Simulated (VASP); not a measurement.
# GaP (F-43m) in VASP: further runs

The runs below take GaP through single point, with PBE.

Program: VASP 6.6.1. These are calculated values, not measurements. Logs are shortened: lines on timing, memory, paths and dates and some standing lists are left out, and cuts for length are marked.

### 1 The cell of the first run

Symmetry: F-43m, No. 216, cubic system. The conventional cell has a = 5.230 Å, b = 5.230 Å, c = 5.230 Å, α = 90.00°, β = 90.00°, γ = 90.00°. Within 3.0 Å of Ga (site symmetry -43m) lie 4 P at 2.26 Å. Within 3.0 Å of P (site symmetry -43m) lie 4 Ga at 2.26 Å.

### 2 Single point, PBE (strain -0.050 along x and y, -0.050 along z)

Contents of INCAR:

```
SYSTEM = GaP
ALGO = Normal
EDIFF = 1E-6
ENCUT = 520
GGA = PE
ISIF = 2
ISMEAR = 0
LASPH = .True.
LCHARG = .False.
LREAL = .False.
LWAVE = .False.
NBANDS = 16
NELM = 100
PREC = Accurate
SIGMA = 0.05
```

Contents of KPOINTS:

```
k-points
0
Gamma
  8 8 8
  0 0 0
```

Contents of POSCAR:

```
GaP
1.0
    0.0000000000      2.6149099718      2.6149099718
    2.6149099718      0.0000000000      2.6149099718
    2.6149099718      2.6149099718      0.0000000000
Ga P
1 1
Direct
    0.0000000000      0.0000000000      0.0000000000
    0.7500000000      0.7500000000      0.7500000000
```

Potentials or basis: VASP PAW PBE potentials, release 64 (Ga_d, P).

Run with:

```sh
cat potpaw_PBE.64/Ga_d/POTCAR potpaw_PBE.64/P/POTCAR > POTCAR
mpirun -np 1 vasp_std > vasp.out
```

OUTCAR:

```text
SYSTEM = GaP
   EDIFF = 1E-6
   ENCUT = 520
   GGA = PE
   ISIF = 2
   ISMEAR = 0
   LASPH = .True.
   LREAL = .False.
   NELM = 100
   PREC = Accurate

 ion  position               nearest neighbor table
   1  0.000  0.000  0.000-   2 2.26   2 2.26   2 2.26   2 2.26
   2  0.750  0.750  0.750-   1 2.26   1 2.26   1 2.26   1 2.26

  LATTYP: Found a face centered cubic cell.
 ALAT       =     5.2298199436

  Lattice vectors:

 A1 = (   0.0000000000,   2.6149099718,   2.6149099718)
 A2 = (   2.6149099718,   0.0000000000,   2.6149099718)
 A3 = (   2.6149099718,   2.6149099718,   0.0000000000)

Analysis of symmetry for initial positions (statically):
=====================================================================
 Subroutine PRICEL returns:
 Original cell was already a primitive cell.

 Routine SETGRP: Setting up the symmetry group for a
 face centered cubic supercell.

 Subroutine GETGRP returns: Found 24 space group operations
 (whereof 24 operations were pure point group operations)
 out of a pool of 48 trial point group operations.

The static configuration has the point symmetry T_d .

Analysis of symmetry for dynamics (positions and initial velocities):
=====================================================================
 Subroutine PRICEL returns:
 Original cell was already a primitive cell.

 Routine SETGRP: Setting up the symmetry group for a
 face centered cubic supercell.

 Subroutine GETGRP returns: Found 24 space group operations
 (whereof 24 operations were pure point group operations)
 out of a pool of 48 trial point group operations.

The dynamic configuration has the point symmetry T_d .

 Subroutine INISYM returns: Found 24 space group operations
 (whereof 24 operations are pure point group operations),
 and found     1 'primitive' translations

----------------------------------------------------------------------------------------

                                     Primitive cell

  volume of cell :      35.7602

  direct lattice vectors                    reciprocal lattice vectors
     0.000000000  2.614909972  2.614909972    -0.191211172  0.191211172  0.191211172
     2.614909972  0.000000000  2.614909972     0.191211172 -0.191211172  0.191211172
     2.614909972  2.614909972  0.000000000     0.191211172  0.191211172 -0.191211172

  length of vectors
     3.698041147  3.698041147  3.698041147     0.331187465  0.331187465  0.331187465

  position of ions in fractional coordinates (direct lattice)
     0.000000000  0.000000000  0.000000000
     0.750000000  0.750000000  0.750000000

  ion indices of the primitive-cell ions
   primitive index   ion index
                 1           1
                 2           2

----------------------------------------------------------------------------------------

 KPOINTS: k-points

Automatic generation of k-mesh.
 Grid dimensions read from file:
 generate k-points for:    8    8    8

 Generating k-lattice:

  Cartesian coordinates                     Fractional coordinates (reciprocal lattice)
    -0.023901396  0.023901396  0.023901396     0.125000000  0.000000000  0.000000000
     0.023901396 -0.023901396  0.023901396     0.000000000  0.125000000  0.000000000
     0.023901396  0.023901396 -0.023901396     0.000000000  0.000000000  0.125000000

  Length of vectors
     0.041398433  0.041398433  0.041398433

  Shift w.r.t. Gamma in fractional coordinates (k-lattice)
     0.000000000  0.000000000  0.000000000

 Subroutine IBZKPT returns following result:
 ===========================================

 Found     29 irreducible k-points:

 Following reciprocal coordinates:
            Coordinates               Weight
  0.000000  0.000000  0.000000      1.000000
  0.125000  0.000000  0.000000      8.000000
  0.250000  0.000000  0.000000      8.000000
  0.375000  0.000000  0.000000      8.000000
  0.500000  0.000000  0.000000      4.000000
  0.125000  0.125000  0.000000      6.000000
[... 16 lines left out ...]
  0.500000  0.250000  0.125000     48.000000
 -0.375000  0.250000  0.125000     24.000000
 [... further k-points ...]
   k-points           NKPTS =     29   k-points in BZ     NKDIM =     29   number of bands    NBANDS=     16
   number of dos      NEDOS =    301   number of ions     NIONS =      2
   total plane-waves  NPLWV =  21952
   dimension x,y,z NGX =    28 NGY =   28 NGZ =   28
   dimension x,y,z NGXF=    56 NGYF=   56 NGZF=   56
   ions per type =               1   1
   NGX,Y,Z   is equivalent  to a cutoff of  12.59, 12.59, 12.59 a.u.
   NGXF,Y,Z  is equivalent  to a cutoff of  25.17, 25.17, 25.17 a.u.
 SYSTEM =  GaP
   PREC   = accura    normal or accurate (medium, high low for compatibility)
   ISTART =      0    job   : 0-new  1-cont  2-samecut
   ICHARG =      2    charge: 1-file 2-atom 10-const
   ISPIN  =      1    spin polarized calculation?
   LNONCOLLINEAR =      F non collinear calculations
   LSORBIT =      F    spin-orbit coupling
   LASPH  =      T    aspherical Exc in radial PAW
   ENCUT  =  520.0 eV  38.22 Ry    6.18 a.u.   6.88  6.88  6.88*2*pi/ulx,y,z
   NELM   =    100;   NELMIN=  2; NELMDL= -5     # of ELM steps
   EDIFF  = 0.1E-05   stopping-criterion for ELM
   LREAL  =      F    real-space projection
   EDIFFG = 0.1E-04   stopping-criterion for IOM
   NSW    =      0    number of steps for IOM
   IBRION =     -1    ionic relax: 0-MD 1-quasi-New 2-CG
   NFREE  =      0    steps in history (QN), initial steepest desc. (CG)
   ISIF   =      2    stress and relaxation
   ISYM   =      2    0-nonsym 1-usesym 2-fastsym
   POTIM  = 0.5000    time-step for ionic-motion
   TEBEG  =    0.0;   TEEND  =   0.0 temperature during run
   PSTRESS=    0.0 pullay stress
   NELECT =      18.0000    total number of electrons
   NUPDOWN=      -1.0000    fix difference up-down
   EMIN   =  10.00;   EMAX   =-10.00  energy-range for DOS
   EFERMI =   0.00;   METHOD = LEGACY
   ISMEAR =     0;   SIGMA  =   0.05  broadening in eV -4-tet -1-fermi 0-gaus
   EFERMI_NEDOS =   21; number of points for ismear=-14 and -15
   IALGO  =     38    algorithm
   IMIX   =      4    mixing-type and parameters
     AMIX     =   0.40;   BMIX     =  1.00
     AMIX_MAG =   1.60;   BMIX_MAG =  1.00
  volume/ion in A,a.u.               =      17.88       120.66
  Fermi-wavevector in a.u.,A,eV,Ry     =   1.302264  2.460922 23.073993  1.695891
  Thomas-Fermi vector in A             =   2.433343
   LORBIT       =      0    0 simple, 1 ext, 2 COOP (PROOUT), +10 PAW based schemes
   GGA     = PE    functional components
   LHFCALC =     F    Hartree Fock is set to
   AEXX    =    0.0000 exact exchange contribution
   IVDW    =     0    specifies the selected vdW correction
   LEPSILON=     F    determine dielectric tensor
   LRPA    =     F    only Hartree local field effects (RPA)
 non-spin polarized calculation
 Gauss-broadening in eV      SIGMA  =   0.05
  energy-cutoff  :      520.00
  volume of cell :       35.76
 maximum number of plane-waves:       982
   NGX = 13   NGY = 13   NGZ = 13

 number of electron      18.0000013 magnetization

 Free energy of the ion-electron system (eV)
  ---------------------------------------------------
  ext. energy  EPLUGINS =         0.00000000
  ---------------------------------------------------
  free energy    TOTEN  =        -8.85613682 eV

  energy without entropy =       -8.85613682  energy(sigma->0) =       -8.85613682

 E-fermi :   6.2318     XC(G=0): -10.4098

 val. band max:        6.0096409999   @ k =   0.0000   0.0000   0.0000
 cond. band min:       7.3743681545   @ k =   0.5000   0.5000   0.0000
 fundamental gap:      1.3647271545
 Fermi energy:         6.2317950564

 k-point     1 :       0.0000    0.0000    0.0000
  band No.  band energies     occupation
      1      -8.8157      2.00000
      2      -8.8157      2.00000
      3      -8.8157      2.00000
      4      -8.6717      2.00000
      5      -8.6717      2.00000
      6      -7.4894      2.00000
[... 8 lines left out ...]
     15      15.9553      0.00000
     16      15.9553      0.00000

 k-point     2 :       0.1250    0.0000    0.0000
  band No.  band energies     occupation
      1      -8.8424      2.00000
      2      -8.8087      2.00000
      3      -8.8087      2.00000
      4      -8.6718      2.00000
      5      -8.6718      2.00000
      6      -7.2480      2.00000
[... 8 lines left out ...]
     15      15.2577      0.00000
     16      16.3179      0.00000

 k-point     3 :       0.2500    0.0000    0.0000
  band No.  band energies     occupation
      1      -8.8934      2.00000
      2      -8.7939      2.00000
      3      -8.7939      2.00000
      4      -8.6700      2.00000
      5      -8.6700      2.00000
      6      -6.5714      2.00000
[... 8 lines left out ...]
     15      15.0834      0.00000
     16      16.2827      0.00000

 k-point     4 :       0.3750    0.0000    0.0000
  band No.  band energies     occupation
      1      -8.9345      2.00000
      2      -8.7829      2.00000
      3      -8.7829      2.00000
      4      -8.6642      2.00000
      5      -8.6642      2.00000
      6      -5.6092      2.00000
[... 8 lines left out ...]
     15      16.4591      0.00000
     16      16.5417      0.00000
[... 324 lines left out ...]
 k-point    22 :       0.3750    0.2500    0.1250
  band No.  band energies     occupation
      1      -8.9245      2.00000
      2      -8.7765      2.00000
      3      -8.7704      2.00000
      4      -8.6899      2.00000
      5      -8.6582      2.00000
      6      -6.0029      2.00000
[... 8 lines left out ...]
     15      17.6670      0.00000
     16      19.2529      0.00000

 k-point    23 :       0.5000    0.2500    0.1250
  band No.  band energies     occupation
      1      -8.9461      2.00000
      2      -8.7713      2.00000
      3      -8.7570      2.00000
      4      -8.6866      2.00000
      5      -8.6584      2.00000
      6      -5.0915      2.00000
[... 8 lines left out ...]
     15      18.2314      0.00000
     16      19.4047      0.00000

 k-point    24 :      -0.3750    0.2500    0.1250
  band No.  band energies     occupation
      1      -8.9539      2.00000
      2      -8.7707      2.00000
      3      -8.7523      2.00000
      4      -8.6808      2.00000
      5      -8.6610      2.00000
      6      -4.5024      2.00000
[... 8 lines left out ...]
     15      18.4318      0.00000
     16      19.2719      0.00000

 [... further k-points ...]
[... 5 lines left out ...]
  --------------------------------------------------------------------------------------
  -------------------------------------------------------------------------------------
  Total        3.6911691      3.6911691      3.6911691     -0.0000000      0.0000000     -0.0000000
  in kB      165.3766957    165.3766957    165.3766957     -0.0000000      0.0000000     -0.0000000
  external PRESSURE =     165.3766957 kB  Pullay stress =       0.0000000 kB

 VOLUME and BASIS-vectors are now :
 -----------------------------------------------------------------------------
  energy-cutoff  :      520.00
  volume of cell :       35.76
      direct lattice vectors                 reciprocal lattice vectors
     0.000000000  2.614909972  2.614909972    -0.191211172  0.191211172  0.191211172
     2.614909972  0.000000000  2.614909972     0.191211172 -0.191211172  0.191211172
     2.614909972  2.614909972  0.000000000     0.191211172  0.191211172 -0.191211172

 POSITION                                       TOTAL-FORCE (eV/Angst)
 -----------------------------------------------------------------------------------
      0.00000      0.00000      0.00000         0.000000     -0.000000     -0.000000
      3.92236      3.92236      3.92236        -0.000000      0.000000      0.000000
 -----------------------------------------------------------------------------------
    total drift:                               -0.000002     -0.000002     -0.000002

  FREE ENERGIE OF THE ION-ELECTRON SYSTEM (eV)
  ---------------------------------------------------
  free  energy   TOTEN  =        -8.8561368172 eV

  energy  without entropy=       -8.8561368172  energy(sigma->0) =       -8.85613682
```

Run time: 28 s. Hardware: 1 thread of AMD EPYC 7R43 (Zen 3), shared host; peak memory 0.12 GiB.

What came out:

```yaml
Free_energy: -8.8561 eV
Pressure: 16.5 GPa
Band_gap_on_the_k_mesh: 1.36 eV, indirect (least direct gap 2.88 eV)
```

Caveat: the cell differs from its parent crystal (strain -0.050 along x and y, -0.050 along z). A k mesh can miss the band edges.

### 3 Single point, PBE (strain -0.025 along x and y, -0.025 along z)

Contents of INCAR:

```
PREC = Accurate
ENCUT = 520
EDIFF = 1E-6
ISMEAR = 0
SIGMA = 0.05
LREAL = F
LASPH = T
NELM = 60
ALGO = Normal
ISIF = 2
LWAVE = F
LCHARG = F
GGA = PE
NBANDS = 16
```

Contents of KPOINTS:

```
regular mesh
0
Gamma
  8 8 8
```

Contents of POSCAR:

```
GaP
1.0
    0.0000000000      2.6837233921      2.6837233921
    2.6837233921      0.0000000000      2.6837233921
    2.6837233921      2.6837233921      0.0000000000
Ga P
1 1
Direct
    0.0000000000      0.0000000000      0.0000000000
    0.7500000000      0.7500000000      0.7500000000
```

Potentials or basis: VASP PAW PBE potentials, release 64 (Ga_d, P).

Run with:

```sh
cat potpaw_PBE.64/Ga_d/POTCAR potpaw_PBE.64/P/POTCAR > POTCAR
mpirun -np 1 vasp_std > vasp.out
```

It took 35 s on 1 thread of AMD EPYC 7R43 (Zen 3), shared host; peak memory 0.12 GiB.

It converged, with:

```
Free energy            : -9.0635 eV
Pressure               : 6.9 GPa
Band gap on the k mesh : 1.55 eV, indirect (least direct gap 2.21 eV)
```

Levels at points of the mesh, in eV from the valence-band top:
```tsv
k point	band 7	band 8	band 9	band 10	band 11	band 12
(0.00, 0.00, 0.00)	0.00	0.00	0.00	2.21	3.87	3.87
(0.50, 0.00, 0.00)	-6.90	-1.19	-1.19	1.81	4.70	4.70
(0.50, 0.50, 0.00)	-6.98	-2.85	-2.85	1.55	1.77	10.94
```

Caveat: the cell differs from its parent crystal (strain -0.025 along x and y, -0.025 along z). A k mesh can miss the band edges.

### 4 Single point, PBE (strain +0.025 along x and y, +0.025 along z)

Contents of INCAR:

```
SYSTEM = GaP
ALGO = Normal
EDIFF = 1E-7
ENCUT = 520
GGA = PE
ISIF = 2
ISMEAR = 0
LASPH = .True.
LCHARG = .False.
LREAL = .False.
LWAVE = .False.
NBANDS = 16
NELM = 100
PREC = Accurate
SIGMA = 0.05
```

Contents of KPOINTS:

```
k-points
0
Gamma
  8 8 8
  0 0 0
```

Contents of POSCAR:

```
GaP
1.0
    0.0000000000      2.8213502327      2.8213502327
    2.8213502327      0.0000000000      2.8213502327
    2.8213502327      2.8213502327      0.0000000000
Ga P
1 1
Direct
    0.0000000000      0.0000000000      0.0000000000
    0.7500000000      0.7500000000      0.7500000000
```

Run with:

```sh
cat potpaw_PBE.64/Ga_d/POTCAR potpaw_PBE.64/P/POTCAR > POTCAR
mpirun -np 1 vasp_std > vasp.out
```

Run time: 50 s. Hardware: 1 thread of AMD EPYC 7R43 (Zen 3), shared host; peak memory 0.14 GiB.

Results (log left out):

```yaml
Free_energy: -9.0750 eV
Pressure: -4.8 GPa
Band_gap_on_the_k_mesh: 0.99 eV, direct
```

Levels at points of the mesh, in eV from the valence-band top:
| k point | band 6 | band 7 | band 8 | band 9 | band 10 | band 11 | band 12 | band 13 |
| --- | --- | --- | --- | --- | --- | --- | --- | --- |
| (0.00, 0.00, 0.00) | -11.76 | 0.00 | 0.00 | 0.00 | 0.99 | 3.90 | 3.90 | 3.90 |
| (0.50, 0.00, 0.00) | -10.01 | -6.08 | -0.97 | -0.97 | 1.36 | 4.73 | 4.73 | 8.04 |
| (0.50, 0.50, 0.00) | -9.25 | -6.29 | -2.34 | -2.34 | 1.85 | 1.88 | 9.82 | 9.82 |

Caveat: the cell differs from its parent crystal (strain +0.025 along x and y, +0.025 along z).

### 5 The runs side by side

```tsv
cell	gap on the mesh (eV)	pressure (GPa)
a = 3.698 Å, angles 60.0°, 2 atoms	1.36	16.5
a = 3.795 Å, angles 60.0°, 2 atoms	1.55	6.9
a = 3.990 Å, angles 60.0°, 2 atoms	0.99	-4.8
```

Alike in all rows: task single point; level PBE; potentials or basis VASP PAW PBE potentials, release 64 (Ga_d, P); no spin polarisation; k mesh 8 × 8 × 8; cutoff (eV) 520; smearing gaussian 0.05 eV.

Absolute energies hang on the potentials; compare differences alone.
